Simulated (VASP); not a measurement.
Set up this calculation in VASP 6.6.1, as the native input.

* Task: single point
* Functional: PBE
* Potentials or basis: VASP PAW PBE potentials, release 64 (Si)
* Cutoff: 500 eV
* k mesh: 1 × 1 × 1
* Occupations: gaussian, width 0.01 eV
* Spin: no spin polarisation
* Dipole correction: no
* Further INCAR settings: LREAL = Auto; ALGO = Normal; EDIFF = 1e-06; NBANDS = 96

The structure of Si lies in POSCAR:

```
Si
1.0
    0.0000000000      8.1655530000      8.1655530000
    8.1655530000      0.0000000000      8.1655530000
    5.4437020000      5.4437020000      0.0000000000
Si
36
Direct
    0.0914320000      0.0810370000      0.1270520000
    0.0005080000      0.0028930000     -0.0072850000
    0.0818970000      0.0807300000      0.6194160000
   -0.0029230000     -0.0017750000      0.4985100000
    0.0801930000      0.4181280000      0.1221550000
   -0.0110770000      0.3374580000     -0.0020360000
    0.0807580000      0.4175960000      0.6261950000
    0.0001830000      0.3303740000      0.5009950000
    0.0780080000      0.7550000000      0.1184250000
   -0.0007160000      0.6667330000      0.0011370000
    0.0824790000      0.7516730000      0.6061150000
   -0.0008100000      0.6656640000      0.4970720000
    0.4215180000      0.0795000000      0.1238930000
    0.3258270000      0.0004950000     -0.0091460000
    0.4107490000      0.0910830000      0.6279930000
    0.3328460000      0.0001380000      0.4917680000
    0.4125330000      0.4176890000      0.1132020000
    0.3338270000      0.3267960000     -0.0000520000
    0.4123090000      0.4223640000      0.6296670000
    0.3310640000      0.3262360000      0.4951770000
    0.4160110000      0.7460540000      0.1258110000
    0.3363540000      0.6660160000     -0.0029750000
    0.4189580000      0.7485040000      0.6287970000
    0.3317580000      0.6718950000      0.4978470000
    0.7458180000      0.0832220000      0.1209830000
    0.6629110000     -0.0008960000      0.0032820000
    0.7419430000      0.0827300000      0.6235300000
    0.6657080000      0.0023860000      0.4924450000
    0.7518880000      0.4154290000      0.1249410000
    0.6654620000      0.3317480000     -0.0034010000
    0.7510350000      0.4236610000      0.6299600000
    0.6692740000      0.3349110000      0.4969070000
    0.7517550000      0.7569220000      0.1176940000
    0.6692290000      0.6698870000      0.0009810000
    0.7524400000      0.7545660000      0.6362060000
    0.6709530000      0.6721970000      0.5013320000
```

These files were run (other wordings do the same):

INCAR

```
  PREC = Accurate
  ENCUT = 500
  EDIFF = 1E-6
  ISMEAR = 0
  SIGMA = 0.01
  LREAL = Auto
  LASPH = True
  NELM = 120
  ALGO = Normal
  ISIF = 2
  LWAVE = False
  LCHARG = False
  GGA = PE
  NBANDS = 96
  GGA_COMPAT = False
```

KPOINTS

```
Automatic mesh
0
Gamma
  1 1 1
```

Potentials or basis: VASP PAW PBE potentials, release 64 (Si).

Run with:

```sh
$ cat potpaw_PBE.64/Si/POTCAR > POTCAR
$ mpirun -np 1 vasp_gam > vasp.out
```

Results of the run:

```json
{
 "Pressure": "3.4 GPa",
 "Largest force": "2.352 eV/Å"
}
```

Caveat: the k points lie up to 1.00 Å⁻¹ apart; forces of over 1 eV/Å act on the atoms, so gaps and moduli don't describe the material at rest.

Run time: 110 s on 1 thread of AMD EPYC 7R43 64-Core Processor (Zen 3), on a shared host, peak memory 0.64 GiB.
